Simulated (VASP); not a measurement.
# MgCd3O4: single point with PBE

Crystal: MgCd3O4.

```
Mg Cd O
1.0
     3.53785   -5.00328    0.00000
     3.53785    5.00328    0.00000
     0.00000    0.00000    3.53785
Mg Cd O
1 3 4
Direct
  0.50000 0.50000 0.50000
  0.00000 0.50000 0.00000
  0.00000 0.00000 0.50000
  0.50000 0.00000 0.00000
  0.75000 0.75000 0.00000
  0.75000 0.25000 0.50000
  0.25000 0.75000 0.50000
  0.25000 0.25000 0.00000
```

* Program: VASP 6.6.1
* Task: single point
* Functional: PBE
* Potentials or basis: VASP PAW PBE potentials, release 64 (Mg, Cd, O)
* Cutoff: 520 eV
* k mesh: 4 × 4 × 6
* Occupations: gaussian, width 0.1 eV
* Spin: collinear spin, ferromagnetic start
* Starting moments: [0.0, 0.0, 0.0, 0.0, 1.0, 1.0, 1.0, 1.0] μB

```json
{"Pressure": "-16.0 GPa", "Largest force": "0.756 eV/Å", "Band gap on the k mesh": "zero (filled and empty bands touch)", "Net moment": "0.00 μB per cell", "Valence electrons inside the program's atomic spheres": "Mg 0.21; Cd 10.12; O 4.86, 4.85 (each value once)"}
```

Forces in eV/Å, atoms in the order of the input:
```
Mg   0.000  0.000  0.000
Cd   0.000  0.000  0.000
Cd   0.000  0.000  0.000
Cd   0.000  0.000  0.000
O   -0.756  0.000  0.000
O    0.000  0.522  0.000
O    0.000 -0.522  0.000
O    0.756  0.000  0.000
```

Stress tensor (GPa, compression positive):
```
-16.06   0.00   0.00
  0.00 -15.98   0.00
  0.00   0.00 -15.87
```

Levels at points of the mesh, in eV from the Fermi level:
Spin up:
```tsv
k point	band 29	band 30	band 31	band 32	band 33	band 34
(0.00, 0.00, 0.00)	-0.48	-0.43	-0.10	-0.06	3.43	4.26
(0.50, 0.00, 0.00)	-0.58	-0.39	-0.39	2.15	2.32	4.44
(0.50, 0.50, 0.00)	-1.02	-0.52	-0.14	2.83	2.92	4.38
(0.00, 0.00, 0.50)	-1.52	-0.51	-0.14	4.36	4.38	4.80
(0.50, 0.00, 0.50)	-0.88	-0.78	-0.76	4.36	4.42	4.46
(0.50, 0.50, 0.50)	-0.42	-0.10	-0.06	2.98	3.79	4.26
```
Spin down:
```
           k point  band 28  band 29  band 30  band 31  band 32  band 33  band 34  band 35
(0.00, 0.00, 0.00)    -0.53    -0.48    -0.43    -0.10    -0.06     3.43     4.26     4.32
(0.50, 0.00, 0.00)    -0.60    -0.58    -0.39    -0.39     2.15     2.32     4.44     4.95
(0.50, 0.50, 0.00)    -1.02    -1.02    -0.52    -0.14     2.83     2.92     4.38     4.66
(0.00, 0.00, 0.50)    -1.53    -1.52    -0.51    -0.14     4.36     4.38     4.80     5.61
(0.50, 0.00, 0.50)    -1.10    -0.88    -0.78    -0.76     4.36     4.42     4.46     5.35
(0.50, 0.50, 0.50)    -0.47    -0.42    -0.10    -0.06     2.98     3.79     4.26     4.32
```

Wall time 2.4 min on 1 thread of AMD EPYC 9R45 96-Core Processor (Zen 5) (shared host), peak memory 0.4 GiB.

Caveat: the cell stands under tension; semilocal functionals underestimate gaps, so a narrow gap can read as zero.
